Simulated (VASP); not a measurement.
# CdO (Monteponite) (Fm-3m) in VASP: notebook

The runs below take CdO (Monteponite) through single point, with PBE.

Everything below comes from runs of VASP 6.6.1. Logs are shortened: lines on timing, memory, paths and dates and some standing lists are left out, and cuts for length are marked.

## Step 1: The cell of the first run

Symmetry: Fm-3m, No. 225, cubic system. The conventional cell has a = 4.603 Å, b = 4.603 Å, c = 4.603 Å, α = 90.00°, β = 90.00°, γ = 90.00°. Cd (site symmetry m-3m) has 6 O at 2.30 Å within 3.0 Å. O (site symmetry m-3m) has 6 Cd at 2.30 Å within 3.0 Å.

## Step 2: Single point, PBE

The input, INCAR:

```
SYSTEM = CdO
  PREC = Accurate
  ENCUT = 600
  EDIFF = 1E-6
  ISMEAR = -1
  SIGMA = 0.05
  LREAL = .FALSE.
  LASPH = .TRUE.
  NELM = 120
  ALGO = Normal
  ISIF = 2
  LWAVE = .FALSE.
  LCHARG = .FALSE.
  GGA = PE
  NBANDS = 16
  GGA_COMPAT = .FALSE.
```

The input, KPOINTS:

```
regular mesh
0
G
  6 6 6
  0 0 0
```

The input, POSCAR:

```
CdO
1.0
    0.0000000000      2.3015375624      2.3015375624
    2.3015375624      0.0000000000      2.3015375624
    2.3015375624      2.3015375624      0.0000000000
Cd O
1 1
Direct
    0.0000000000      0.0000000000      0.0000000000
    0.5000000000      0.5000000000      0.5000000000
```

Potentials or basis: VASP PAW PBE potentials, release 64 (Cd, O).

Run with:

```bash
$ cat potpaw_PBE.64/Cd/POTCAR potpaw_PBE.64/O/POTCAR > POTCAR
$ mpirun -np 1 vasp_std > vasp.out
```

OUTCAR:

```text
SYSTEM = CdO
   PREC = Accurate
   ENCUT = 600
   EDIFF = 1E-6
   ISMEAR = -1
   LREAL = .FALSE.
   LASPH = .TRUE.
   NELM = 120
   ISIF = 2
   GGA = PE

 ion  position               nearest neighbor table
   1  0.000  0.000  0.000-   2 2.30   2 2.30   2 2.30   2 2.30   2 2.30   2 2.30
   2  0.500  0.500  0.500-   1 2.30   1 2.30   1 2.30   1 2.30   1 2.30   1 2.30

  LATTYP: Found a face centered cubic cell.
 ALAT       =     4.6030751248

  Lattice vectors:

 A1 = (   0.0000000000,   2.3015375624,   2.3015375624)
 A2 = (   2.3015375624,   0.0000000000,   2.3015375624)
 A3 = (   2.3015375624,   2.3015375624,   0.0000000000)

Analysis of symmetry for initial positions (statically):
=====================================================================
 Subroutine PRICEL returns:
 Original cell was already a primitive cell.

 Routine SETGRP: Setting up the symmetry group for a
 face centered cubic supercell.

 Subroutine GETGRP returns: Found 48 space group operations
 (whereof 48 operations were pure point group operations)
 out of a pool of 48 trial point group operations.

The static configuration has the point symmetry O_h .

Analysis of symmetry for dynamics (positions and initial velocities):
=====================================================================
 Subroutine PRICEL returns:
 Original cell was already a primitive cell.

 Routine SETGRP: Setting up the symmetry group for a
 face centered cubic supercell.

 Subroutine GETGRP returns: Found 48 space group operations
 (whereof 48 operations were pure point group operations)
 out of a pool of 48 trial point group operations.

The dynamic configuration has the point symmetry O_h .

 Subroutine INISYM returns: Found 48 space group operations
 (whereof 48 operations are pure point group operations),
 and found     1 'primitive' translations

----------------------------------------------------------------------------------------

                                     Primitive cell

  volume of cell :      24.3828

  direct lattice vectors                    reciprocal lattice vectors
     0.000000000  2.301537562  2.301537562    -0.217246074  0.217246074  0.217246074
     2.301537562  0.000000000  2.301537562     0.217246074 -0.217246074  0.217246074
     2.301537562  2.301537562  0.000000000     0.217246074  0.217246074 -0.217246074

  length of vectors
     3.254865635  3.254865635  3.254865635     0.376281238  0.376281238  0.376281238

  position of ions in fractional coordinates (direct lattice)
     0.000000000  0.000000000  0.000000000
     0.500000000  0.500000000  0.500000000

  ion indices of the primitive-cell ions
   primitive index   ion index
                 1           1
                 2           2

----------------------------------------------------------------------------------------

 KPOINTS: regular mesh

Automatic generation of k-mesh.
 Grid dimensions read from file:
 generate k-points for:    6    6    6

 Generating k-lattice:

  Cartesian coordinates                     Fractional coordinates (reciprocal lattice)
    -0.036207679  0.036207679  0.036207679     0.166666667  0.000000000  0.000000000
     0.036207679 -0.036207679  0.036207679     0.000000000  0.166666667  0.000000000
     0.036207679  0.036207679 -0.036207679     0.000000000  0.000000000  0.166666667

  Length of vectors
     0.062713540  0.062713540  0.062713540

  Shift w.r.t. Gamma in fractional coordinates (k-lattice)
     0.000000000  0.000000000  0.000000000

 Subroutine IBZKPT returns following result:
 ===========================================

 Found     16 irreducible k-points:

 Following reciprocal coordinates:
            Coordinates               Weight
  0.000000  0.000000  0.000000      1.000000
  0.166667  0.000000  0.000000      8.000000
  0.333333  0.000000  0.000000      8.000000
  0.500000  0.000000  0.000000      4.000000
  0.166667  0.166667  0.000000      6.000000
  0.333333  0.166667  0.000000     24.000000
[... 8 lines left out ...]
 -0.333333  0.333333  0.166667     24.000000
 -0.333333  0.500000  0.166667     12.000000
   k-points           NKPTS =     16   k-points in BZ     NKDIM =     16   number of bands    NBANDS=     16
   number of dos      NEDOS =    301   number of ions     NIONS =      2
   total plane-waves  NPLWV =  21952
   dimension x,y,z NGX =    28 NGY =   28 NGZ =   28
   dimension x,y,z NGXF=    56 NGYF=   56 NGZF=   56
   ions per type =               1   1
   NGX,Y,Z   is equivalent  to a cutoff of  14.30, 14.30, 14.30 a.u.
   NGXF,Y,Z  is equivalent  to a cutoff of  28.60, 28.60, 28.60 a.u.
 SYSTEM =  CdO
   PREC   = accura    normal or accurate (medium, high low for compatibility)
   ISTART =      0    job   : 0-new  1-cont  2-samecut
   ICHARG =      2    charge: 1-file 2-atom 10-const
   ISPIN  =      1    spin polarized calculation?
   LNONCOLLINEAR =      F non collinear calculations
   LSORBIT =      F    spin-orbit coupling
   LASPH  =      T    aspherical Exc in radial PAW
   ENCUT  =  600.0 eV  44.10 Ry    6.64 a.u.   6.50  6.50  6.50*2*pi/ulx,y,z
   NELM   =    120;   NELMIN=  2; NELMDL= -5     # of ELM steps
   EDIFF  = 0.1E-05   stopping-criterion for ELM
   LREAL  =      F    real-space projection
   EDIFFG = 0.1E-04   stopping-criterion for IOM
   NSW    =      0    number of steps for IOM
   IBRION =     -1    ionic relax: 0-MD 1-quasi-New 2-CG
   NFREE  =      0    steps in history (QN), initial steepest desc. (CG)
   ISIF   =      2    stress and relaxation
   ISYM   =      2    0-nonsym 1-usesym 2-fastsym
   POTIM  = 0.5000    time-step for ionic-motion
   TEBEG  =    0.0;   TEEND  =   0.0 temperature during run
   PSTRESS=    0.0 pullay stress
   NELECT =      18.0000    total number of electrons
   NUPDOWN=      -1.0000    fix difference up-down
   EMIN   =  10.00;   EMAX   =-10.00  energy-range for DOS
   EFERMI =   0.00;   METHOD = LEGACY
   ISMEAR =    -1;   SIGMA  =   0.05  broadening in eV -4-tet -1-fermi 0-gaus
   EFERMI_NEDOS =   21; number of points for ismear=-14 and -15
   IALGO  =     38    algorithm
   IMIX   =      4    mixing-type and parameters
     AMIX     =   0.40;   BMIX     =  1.00
     AMIX_MAG =   1.60;   BMIX_MAG =  1.00
  volume/ion in A,a.u.               =      12.19        82.27
  Fermi-wavevector in a.u.,A,eV,Ry     =   1.479577  2.795995 29.785172  2.189148
  Thomas-Fermi vector in A             =   2.593718
   LORBIT       =      0    0 simple, 1 ext, 2 COOP (PROOUT), +10 PAW based schemes
   GGA     = PE    functional components
   LHFCALC =     F    Hartree Fock is set to
   AEXX    =    0.0000 exact exchange contribution
   IVDW    =     0    specifies the selected vdW correction
   LEPSILON=     F    determine dielectric tensor
   LRPA    =     F    only Hartree local field effects (RPA)
 non-spin polarized calculation
  energy-cutoff  :      600.00
  volume of cell :       24.38
 maximum number of plane-waves:       869
 NGX is ok and might be reduce to    28
   NGX = 13   NGY = 13   NGZ = 13

 number of electron      18.0000002 magnetization

 Free energy of the ion-electron system (eV)
  ---------------------------------------------------
  ext. energy  EPLUGINS =         0.00000000
  ---------------------------------------------------
  free energy    TOTEN  =        -7.57088707 eV

  energy without entropy =       -7.56899725  energy(sigma->0) =       -7.56994216

 E-fermi :   2.7741     XC(G=0): -12.0534

 val. band max:        2.6534130779   @ k =   0.5000   0.0000   0.0000
 cond. band min:       4.2938644743   @ k =   0.1667   0.0000   0.0000
 fundamental gap:      1.6404513965
 Fermi energy:         2.7741467325

 k-point     1 :       0.0000    0.0000    0.0000
  band No.  band energies     occupation
      1     -15.2076      2.00000
      2      -4.1911      2.00000
      3      -4.1911      2.00000
      4      -4.1911      2.00000
      5      -3.8416      2.00000
      6      -3.8416      2.00000
[... 8 lines left out ...]
     15      21.7444      0.00000
     16      21.7444      0.00000

 k-point     2 :       0.1667    0.0000    0.0000
  band No.  band energies     occupation
      1     -14.9963      2.00000
      2      -4.3560      2.00000
      3      -4.2452      2.00000
      4      -4.2452      2.00000
      5      -3.9490      2.00000
      6      -3.9490      2.00000
[... 8 lines left out ...]
     15      22.1233      0.00000
     16      22.1233      0.00000

 k-point     3 :       0.3333    0.0000    0.0000
  band No.  band energies     occupation
      1     -14.5349      2.00000
      2      -4.9726      2.00000
      3      -4.7050      2.00000
      4      -4.7050      2.00000
      5      -3.6989      2.00000
      6      -3.6989      2.00000
[... 8 lines left out ...]
     15      23.7049      0.00000
     16      23.7049      0.00000

 k-point     4 :       0.5000    0.0000    0.0000
  band No.  band energies     occupation
      1     -14.2792      2.00000
      2      -5.4026      2.00000
      3      -4.9182      2.00000
      4      -4.9182      2.00000
      5      -3.5494      2.00000
      6      -3.5494      2.00000
[... 8 lines left out ...]
     15      24.5335      0.00000
     16      25.4694      0.00000

 k-point     5 :       0.1667    0.1667    0.0000
  band No.  band energies     occupation
      1     -14.9498      2.00000
      2      -4.4428      2.00000
      3      -4.3300      2.00000
      4      -4.0768      2.00000
      5      -4.0768      2.00000
      6      -3.7654      2.00000
[... 8 lines left out ...]
     15      23.6167      0.00000
     16      25.7552      0.00000

 k-point     6 :       0.3333    0.1667    0.0000
  band No.  band energies     occupation
      1     -14.6273      2.00000
      2      -4.7894      2.00000
      3      -4.5332      2.00000
      4      -4.2539      2.00000
      5      -3.8866      2.00000
      6      -3.6114      2.00000
[... 8 lines left out ...]
     15      24.4689      0.00000
     16      26.1614      0.00000

 k-point     7 :       0.5000    0.1667    0.0000
  band No.  band energies     occupation
      1     -14.3321      2.00000
      2      -5.0528      2.00000
      3      -4.7146      2.00000
      4      -4.6532      2.00000
      5      -3.6432      2.00000
      6      -3.5152      2.00000
[... 8 lines left out ...]
     15      24.5404      0.00000
     16      25.4094      0.00000

 k-point     8 :      -0.3333    0.1667    0.0000
  band No.  band energies     occupation
      1     -14.3833      2.00000
      2      -5.0704      2.00000
      3      -4.7749      2.00000
      4      -4.5612      2.00000
      5      -3.7028      2.00000
      6      -3.5130      2.00000
[... 8 lines left out ...]
     15      23.1971      0.00000
     16      23.3491      0.00000

 k-point     9 :      -0.1667    0.1667    0.0000
  band No.  band energies     occupation
      1     -14.7246      2.00000
      2      -4.6324      2.00000
      3      -4.5428      2.00000
      4      -4.4158      2.00000
      5      -3.9723      2.00000
      6      -3.6358      2.00000
[... 8 lines left out ...]
     15      21.8811      0.00000
     16      24.1334      0.00000

 k-point    10 :       0.3333    0.3333    0.0000
  band No.  band energies     occupation
      1     -14.5733      2.00000
      2      -4.6010      2.00000
      3      -4.4238      2.00000
      4      -3.6979      2.00000
      5      -3.6979      2.00000
      6      -3.6107      2.00000
[... 8 lines left out ...]
     15      27.5822      0.00000
     16      28.0171      0.00000

 k-point    11 :       0.5000    0.3333    0.0000
  band No.  band energies     occupation
      1     -14.4313      2.00000
      2      -4.6825      2.00000
      3      -4.0572      2.00000
      4      -3.9850      2.00000
      5      -3.4686      2.00000
      6      -3.4431      2.00000
[... 8 lines left out ...]
     15      26.6309      0.00000
     16      27.4144      0.00000

 k-point    12 :      -0.3333    0.3333    0.0000
  band No.  band energies     occupation
      1     -14.3341      2.00000
      2      -4.8439      2.00000
      3      -4.4766      2.00000
      4      -4.2554      2.00000
      5      -3.5685      2.00000
      6      -3.4322      2.00000
[... 8 lines left out ...]
     15      23.8537      0.00000
     16      26.8583      0.00000

 k-point    13 :       0.5000    0.5000    0.0000
  band No.  band energies     occupation
      1     -14.4781      2.00000
      2      -4.7331      2.00000
      3      -3.5321      2.00000
      4      -3.3857      2.00000
      5      -3.3857      2.00000
      6      -2.9839      2.00000
[... 8 lines left out ...]
     15      26.9074      0.00000
     16      29.1129      0.00000

 k-point    14 :       0.5000    0.3333    0.1667
  band No.  band energies     occupation
      1     -14.4320      2.00000
      2      -4.6915      2.00000
      3      -4.5356      2.00000
      4      -4.4505      2.00000
      5      -3.6660      2.00000
      6      -3.4362      2.00000
[... 8 lines left out ...]
     15      24.4474      0.00000
     16      27.1777      0.00000

 k-point    15 :      -0.3333    0.3333    0.1667
  band No.  band energies     occupation
      1     -14.3341      2.00000
      2      -4.7601      2.00000
      3      -4.4601      2.00000
      4      -4.4249      2.00000
      5      -3.5019      2.00000
      6      -3.4272      2.00000
[... 8 lines left out ...]
     15      22.3843      0.00000
     16      28.2814      0.00000

 k-point    16 :      -0.3333    0.5000    0.1667
  band No.  band energies     occupation
      1     -14.3844      2.00000
      2      -4.5959      2.00000
      3      -4.2508      2.00000
      4      -4.0599      2.00000
      5      -3.3855      2.00000
      6      -3.1080      2.00000
[... 8 lines left out ...]
     15      24.4470      0.00000
     16      28.2289      0.00000

------------------------ aborting loop because EDIFF is reached ----------------------------------------

  FORCE on cell =-STRESS in cart. coord.  units (eV):
  Direction    XX          YY          ZZ          XY          YZ          ZX
  --------------------------------------------------------------------------------------
  -------------------------------------------------------------------------------------
  Total        2.8841140      2.8841140      2.8841140     -0.0000000     -0.0000000      0.0000000
  in kB      189.5129101    189.5129101    189.5129101     -0.0000000     -0.0000000      0.0000000
  external PRESSURE =     189.5129101 kB  Pullay stress =       0.0000000 kB

 VOLUME and BASIS-vectors are now :
 -----------------------------------------------------------------------------
  energy-cutoff  :      600.00
  volume of cell :       24.38
      direct lattice vectors                 reciprocal lattice vectors
     0.000000000  2.301537562  2.301537562    -0.217246074  0.217246074  0.217246074
     2.301537562  0.000000000  2.301537562     0.217246074 -0.217246074  0.217246074
     2.301537562  2.301537562  0.000000000     0.217246074  0.217246074 -0.217246074

 POSITION                                       TOTAL-FORCE (eV/Angst)
 -----------------------------------------------------------------------------------
      0.00000      0.00000      0.00000         0.000000     -0.000000      0.000000
      2.30154      2.30154      2.30154        -0.000000      0.000000     -0.000000
 -----------------------------------------------------------------------------------
    total drift:                                0.000000      0.000000      0.000000

  FREE ENERGIE OF THE ION-ELECTRON SYSTEM (eV)
  ---------------------------------------------------
  free  energy   TOTEN  =        -7.5708870710 eV

  energy  without entropy=       -7.5689972460  energy(sigma->0) =       -7.56994216
```

Wall time 18 s (1 thread of Intel Xeon 8259CL, shared host); peak memory 0.16 GiB.

What came out:

```
Free energy            : -7.5709 eV
Pressure               : 19.0 GPa
Band gap on the k mesh : zero (band 9 reaches 2.65 eV, above the bottom of band 10 at 2.35 eV)
```

Levels at points of the mesh, in eV from the Fermi level:
```csv
k point,band 5,band 6,band 7,band 8,band 9,band 10,band 11,band 12,band 13,band 14
"(0.00, 0.00, 0.00)",-6.62,-6.62,-1.71,-1.71,-1.71,-0.43,14.94,17.35,17.35,17.35
"(0.50, 0.00, 0.00)",-6.32,-6.32,-4.08,-0.12,-0.12,4.35,7.63,12.15,12.15,18.29
"(0.50, 0.50, 0.00)",-6.16,-5.76,-4.92,-2.75,-2.75,4.03,8.70,11.33,13.78,13.78
```

Caveat: the k points lie up to 0.39 Å⁻¹ apart.

[end of part 1 of 2]
